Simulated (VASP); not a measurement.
# NiSb (P6_3/mmc) in VASP: single point with PBE

Aim: the single point of NiSb with PBE.

Program: VASP 6.6.1. These are calculated values, not measurements. Logs are shortened: lines on timing, memory, paths and dates and some standing lists are left out, and cuts for length are marked.

### Step 1. The cell of the first run

The structure is hexagonal, space group P6_3/mmc (No. 194). Conventional cell: a = 3.928 Å, b = 3.928 Å, c = 5.120 Å, α = 90.00°, β = 90.00°, γ = 120.00°. Ni (site symmetry -3m) has 2 Ni at 2.56 Å and 6 Sb at 2.60 Å within 3.4 Å. Within 3.5 Å of Sb (site symmetry -6m2) lie 6 Ni at 2.60 Å and 6 Sb at 3.42 Å.

### Step 2. Single point, PBE, collinear spin, ferromagnetic start

INCAR reads:

```
PREC = Accurate
ENCUT = 600
EDIFF = 1E-6
ISMEAR = 0
SIGMA = 0.05
LREAL = F
LASPH = T
NELM = 200
ALGO = Normal
ISIF = 2
LWAVE = F
LCHARG = F
ISPIN = 2
MAGMOM = 2 2 0 0
LORBIT = 11
LMAXMIX = 4
GGA = PE
NBANDS = 27
GGA_COMPAT = F
```

KPOINTS reads:

```
Automatic mesh
0
Gamma
  12 12 8
```

POSCAR reads:

```
NiSb
1.0
    3.9280000000      0.0000000000      0.0000000000
   -1.9640000000      3.4017477900      0.0000000000
    0.0000000000      0.0000000000      5.1200000000
Ni Sb
2 2
Direct
    0.0000000000      0.0000000000      0.0000000000
    0.0000000000      0.0000000000      0.5000000000
    0.3333333300      0.6666666700      0.2500000000
    0.6666666700      0.3333333300      0.7500000000
```

Potentials or basis: VASP PAW PBE potentials, release 64 (Ni, Sb).

Command:

```console
> cat potpaw_PBE.64/Ni/POTCAR potpaw_PBE.64/Sb/POTCAR > POTCAR
> mpirun -np 1 vasp_std > vasp.out
```

OUTCAR:

```text
PREC = Accurate
   ENCUT = 600
   EDIFF = 1E-6
   ISMEAR = 0
   LREAL = F
   LASPH = T
   NELM = 200
   ISIF = 2
   ISPIN = 2
   LORBIT = 11
   GGA = PE

 ion  position               nearest neighbor table
   1  0.000  0.000  0.000-   2 2.56   2 2.56   4 2.60   3 2.60   4 2.60   3 2.60   4 2.60   3 2.60

   2  0.000  0.000  0.500-   1 2.56   1 2.56   4 2.60   3 2.60   4 2.60   3 2.60   4 2.60   3 2.60

   3  0.333  0.667  0.250-   1 2.60   2 2.60   1 2.60   2 2.60   1 2.60   2 2.60   4 3.42   4 3.42
                             4 3.42   4 3.42   4 3.42   4 3.42
   4  0.667  0.333  0.750-   1 2.60   2 2.60   1 2.60   2 2.60   1 2.60   2 2.60   3 3.42   3 3.42
                             3 3.42   3 3.42   3 3.42   3 3.42

  LATTYP: Found a hexagonal cell.
 ALAT       =     3.9280000000
 C/A-ratio  =     1.3034623218

  Lattice vectors:

 A1 = (   3.9280000000,   0.0000000000,   0.0000000000)
 A2 = (  -1.9640000000,   3.4017477900,   0.0000000000)
 A3 = (   0.0000000000,   0.0000000000,   5.1200000000)

Analysis of symmetry for initial positions (statically):
=====================================================================
 Subroutine PRICEL returns:
 Original cell was already a primitive cell.

 Routine SETGRP: Setting up the symmetry group for a
 hexagonal supercell.

 Subroutine GETGRP returns: Found 24 space group operations
 (whereof 12 operations were pure point group operations)
 out of a pool of 24 trial point group operations.

The static configuration has the point symmetry D_3d.
 The point group associated with its full space group is D_6h.

Analysis of symmetry for dynamics (positions and initial velocities):
=====================================================================
 Subroutine PRICEL returns:
 Original cell was already a primitive cell.

 Routine SETGRP: Setting up the symmetry group for a
 hexagonal supercell.

 Subroutine GETGRP returns: Found 24 space group operations
 (whereof 12 operations were pure point group operations)
 out of a pool of 24 trial point group operations.

The dynamic configuration has the point symmetry D_3d.
 The point group associated with its full space group is D_6h.

Analysis of structural, dynamic, and magnetic symmetry:
=====================================================================
 Subroutine PRICEL returns:
 Original cell was already a primitive cell.

 Routine SETGRP: Setting up the symmetry group for a
 hexagonal supercell.

 Subroutine GETGRP returns: Found 24 space group operations
 (whereof 12 operations were pure point group operations)
 out of a pool of 24 trial point group operations.
[... 136 lines left out ...]
   LRPA    =     F    only Hartree local field effects (RPA)
 spin polarized calculation
 Gauss-broadening in eV      SIGMA  =   0.05
  energy-cutoff  :      600.00
  volume of cell :       68.41
 maximum number of plane-waves:      2312
 NGX is ok and might be reduce to    32
   NGX = 15   NGY = 15   NGZ = 21

 number of electron      30.0000012 magnetization      -0.0010727

 number of electron      30.0000012 magnetization       0.0012352

 Free energy of the ion-electron system (eV)
  ---------------------------------------------------
  ext. energy  EPLUGINS =         0.00000000
  ---------------------------------------------------
  free energy    TOTEN  =       -20.28900085 eV

  energy without entropy =      -20.28725080  energy(sigma->0) =      -20.28812582

 E-fermi :  10.0959     XC(G=0): -11.5316

 val. band max:       10.0909840449   @ k =   0.1667   0.1667   0.3750
 cond. band min:      10.1348026752   @ k =   0.4167   0.0833   0.1250
 fundamental gap:      0.0438186303
 Fermi energy:        10.0958564555

 spin component 1

 k-point     1 :       0.0000    0.0000    0.0000
  band No.  band energies     occupation
      1      -2.9331      1.00000
      2       1.6352      1.00000
      3       3.7997      1.00000
      4       6.1275      1.00000
      5       6.1275      1.00000
      6       6.8999      1.00000
[... 709 lines left out ...]
     26      22.0813      0.00000
     27      22.3758      0.00000

 [... further k-points ...]

 spin component 2

 k-point     1 :       0.0000    0.0000    0.0000
  band No.  band energies     occupation
      1      -2.9327      1.00000
      2       1.6355      1.00000
      3       3.8001      1.00000
      4       6.1277      1.00000
      5       6.1277      1.00000
      6       6.9000      1.00000
[... 709 lines left out ...]
     26      22.0816      0.00000
     27      22.3761      0.00000

 [... further k-points ...]

------------------------ aborting loop because EDIFF is reached ----------------------------------------

  FORCE on cell =-STRESS in cart. coord.  units (eV):
  Direction    XX          YY          ZZ          XY          YZ          ZX
  --------------------------------------------------------------------------------------
  -------------------------------------------------------------------------------------
  Total        1.6094105      1.6094105      1.4444746      0.0000000      0.0000000      0.0000000
  in kB       37.6906697     37.6906698     33.8280473      0.0000000      0.0000000      0.0000000
  external PRESSURE =      36.4031290 kB  Pullay stress =       0.0000000 kB

 VOLUME and BASIS-vectors are now :
 -----------------------------------------------------------------------------
  energy-cutoff  :      600.00
  volume of cell :       68.41
      direct lattice vectors                 reciprocal lattice vectors
     3.928000000  0.000000000  0.000000000     0.254582485  0.146983266  0.000000000
    -1.964000000  3.401747790  0.000000000     0.000000000  0.293966532  0.000000000
     0.000000000  0.000000000  5.120000000     0.000000000  0.000000000  0.195312500

 POSITION                                       TOTAL-FORCE (eV/Angst)
 -----------------------------------------------------------------------------------
      0.00000      0.00000      0.00000         0.000000      0.000000      0.000000
      0.00000      0.00000      2.56000        -0.000000      0.000000      0.000000
     -0.00000      2.26783      1.28000         0.000000     -0.000000      0.000000
      1.96400      1.13392      3.84000        -0.000000      0.000000     -0.000000
 -----------------------------------------------------------------------------------
    total drift:                                0.000000     -0.000000      0.000000

  FREE ENERGIE OF THE ION-ELECTRON SYSTEM (eV)
  ---------------------------------------------------
  free  energy   TOTEN  =       -20.2890008458 eV

  energy  without entropy=      -20.2872507986  energy(sigma->0) =      -20.28812582

 total charge

# of ion       s       p       d       tot
------------------------------------------
    1        0.450   0.486   8.468   9.404
    2        0.450   0.486   8.468   9.404
    3        1.131   1.224   0.076   2.430
    4        1.131   1.224   0.076   2.430
--------------------------------------------------
tot          3.161   3.420  17.088  23.669

 magnetization (x)

# of ion       s       p       d       tot
------------------------------------------
    1       -0.000   0.000  -0.000  -0.000
    2       -0.000   0.000  -0.000  -0.000
    3       -0.000   0.000   0.000   0.000
    4       -0.000   0.000   0.000   0.000
--------------------------------------------------
tot         -0.000   0.000  -0.000  -0.000
```

OSZICAR:

```text
N       E                     dE             d eps       ncg     rms          rms(c)
DAV:   1     0.187903880151E+03    0.18790E+03   -0.13201E+04 10268   0.129E+03
DAV:   2    -0.877663236494E+01   -0.19668E+03   -0.18426E+03 10371   0.272E+02
DAV:   3    -0.206939626310E+02   -0.11917E+02   -0.11486E+02 12304   0.784E+01
DAV:   4    -0.209582044143E+02   -0.26424E+00   -0.26358E+00 11850   0.107E+01
DAV:   5    -0.209670211131E+02   -0.88167E-02   -0.88159E-02 13404   0.203E+00    0.170E+01
DAV:   6    -0.249964720645E+02   -0.40295E+01   -0.21202E+01 12088   0.825E+01    0.197E+01
DAV:   7    -0.202749404422E+02    0.47215E+01   -0.10188E+01 12461   0.596E+01    0.378E+00
DAV:   8    -0.203330963295E+02   -0.58156E-01   -0.79317E-01 14285   0.793E+00    0.256E+00
DAV:   9    -0.202867315034E+02    0.46365E-01   -0.14134E-01 12810   0.552E+00    0.963E-01
DAV:  10    -0.202893306076E+02   -0.25991E-02   -0.56727E-03 14917   0.774E-01    0.287E-01
DAV:  11    -0.202890520342E+02    0.27857E-03   -0.10454E-03 13684   0.433E-01    0.155E-01
DAV:  12    -0.202889589103E+02    0.93124E-04   -0.63535E-04 11909   0.316E-01    0.928E-02
DAV:  13    -0.202889999749E+02   -0.41065E-04   -0.63534E-05 13106   0.118E-01    0.343E-02
DAV:  14    -0.202890008458E+02   -0.87086E-06   -0.77063E-06 12606   0.227E-02
   1 F= -.20289001E+02 E0= -.20288126E+02  d E =-.175005E-02  mag=     0.0003
```

stdout:

```text
POSCAR found type information on POSCAR NiSb
 POSCAR found :  2 types and       4 ions
 scaLAPACK will be used
 LDA part: xc-table for (Slater+PW92), standard interpolation
 POSCAR, INCAR and KPOINTS ok, starting setup
 FFT: planning ... GRIDC
 FFT: planning ... GRID_SOFT
 FFT: planning ... GRID
 WAVECAR not read
 entering main loop
```

Run time: 4.9 min. Hardware: 1 thread of Intel Xeon Platinum 8488C (Sapphire Rapids), shared host; peak memory 0.45 GiB.

What came out:

| Item | Value |
| --- | --- |
| Free energy | -20.2890 eV |
| Pressure | 3.6 GPa |
| Band gap on the k mesh | zero (filled and empty bands overlap) |
| Net moment | 0.00 μB per cell |
| Valence electrons inside the program's atomic spheres | Ni 9.40; Sb 2.43 |

Levels at points of the mesh, in eV from the Fermi level:
Spin up:
```
           k point  band 13  band 14  band 15  band 16  band 17  band 18
(0.00, 0.00, 0.00)    -0.06     0.56     0.56     2.46     2.46     3.11
(0.50, 0.00, 0.00)    -1.63    -1.43    -1.35    -0.38     1.12     3.41
(0.00, 0.00, 0.50)     0.24     0.24     2.06     2.06     2.06     2.06
(0.50, 0.00, 0.50)    -1.85    -1.85     0.17     0.17     1.67     1.67
```
Spin down:
| k point | band 11 | band 12 | band 13 | band 14 | band 15 | band 16 | band 17 | band 18 | band 19 | band 20 |
| --- | --- | --- | --- | --- | --- | --- | --- | --- | --- | --- |
| (0.00, 0.00, 0.00) | -1.37 | -1.37 | -0.06 | 0.57 | 0.57 | 2.46 | 2.46 | 3.11 | 4.02 | 5.32 |
| (0.50, 0.00, 0.00) | -2.13 | -1.90 | -1.63 | -1.43 | -1.35 | -0.38 | 1.12 | 3.41 | 3.97 | 5.32 |
| (0.00, 0.00, 0.50) | -2.13 | -2.13 | 0.24 | 0.24 | 2.06 | 2.06 | 2.06 | 2.06 | 5.18 | 5.18 |
| (0.50, 0.00, 0.50) | -1.96 | -1.96 | -1.85 | -1.85 | 0.17 | 0.17 | 1.67 | 1.67 | 5.17 | 5.17 |

Caveat: the cell stands under pressure; the moments typed at the start vanished in this run; spin-orbit coupling is left out, which moves the levels of the heavy elements.

The gap in the log of VASP goes by the Fermi energy; the results here count the filled bands.